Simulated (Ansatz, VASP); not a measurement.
Two plane-wave programs on As

The input INCAR:

```
PREC = Accurate
ENCUT = 520
EDIFF = 1E-6
ISMEAR = 0
SIGMA = 0.05
LREAL = F
LASPH = T
NELM = 120
ALGO = Normal
ISIF = 2
LWAVE = F
LCHARG = T
LDIPOL = T
IDIPOL = 3
DIPOL = 0.5 0.5 0.407
GGA = PE
IVDW = 12
LELF = T
LVHAR = T
LVACPOTAV = T
NBANDS = 38
GGA_COMPAT = F
NELMDL = -8
```

KPOINTS

```
regular mesh
0
Gamma
  9 9 1
```

The input POSCAR:

```
As
1.0
    3.5713380906      0.0000000000      0.0000000000
   -1.7856690453      3.0928695120      0.0000000000
    0.0000000000      0.0000000000     20.2952802043
As
4
Direct
    0.3333333333      0.6666666667      0.2905917062
    0.6666666667      0.3333333333      0.2217264287
    0.8333333333      0.3333333333      0.5920233711
    0.5000000000      0.6666666667      0.5231580937
```

Input for Ansatz:

```yaml
crystal:
  lattice:
    - [3.5713380906, 0.0, 0.0]
    - [-1.7856690453, 3.092869512, 0.0]
    - [0.0, 0.0, 20.2952802043]
  atoms:
    - { symbol: As, position: [0.3333333333, 0.6666666667, 0.2905917062] }
    - { symbol: As, position: [0.6666666667, 0.3333333333, 0.2217264287] }
    - { symbol: As, position: [0.8333333333, 0.3333333333, 0.5920233711] }
    - { symbol: As, position: [0.5, 0.6666666667, 0.5231580937] }
basis:
  ecutwfc: 420
kpoints:
  mp_grid: { grid: [9, 9, 1] }
hamiltonian:
  xc: pbe
  dispersion: d3bj
scf:
  occupations: { method: gaussian, width: 0.05 }
output:
  forces: true
  eigenvalues: true
efield:
  axis: 3
  dipole_correction: true
  ramp_width: 0.04
```

Alike in both runs: task single point; functional PBE; dispersion D3(BJ); k mesh 9 × 9 × 1; occupations gaussian, width 0.05 eV; no spin polarisation.

|  | VASP | Ansatz |
| --- | --- | --- |
| version | VASP 6.6.1 | Ansatz 0.2.0 |
| potentials or method | VASP PAW PBE potentials, release 64 (As_d), cutoff 520 eV | scalar-relativistic, plane waves, PAW |
| valence electrons in the cell | 60 | 60 |

Ansatz gave:

| Quantity | Value |
| --- | --- |
| gap on the k mesh at the Fermi level (eV) | 1.43 |
| least direct gap on the mesh (eV) | 1.95 |
| rms of the force components (eV/Å) | 0.020 |

**Question.** Estimate VASP's values.

**Answer.** gap on the k mesh at the Fermi level (eV): 1.43; least direct gap on the mesh (eV): 1.95; rms of the force components (eV/Å): 0.030.

Atom by atom the forces differ by 0.015 eV/Å (rms over components).
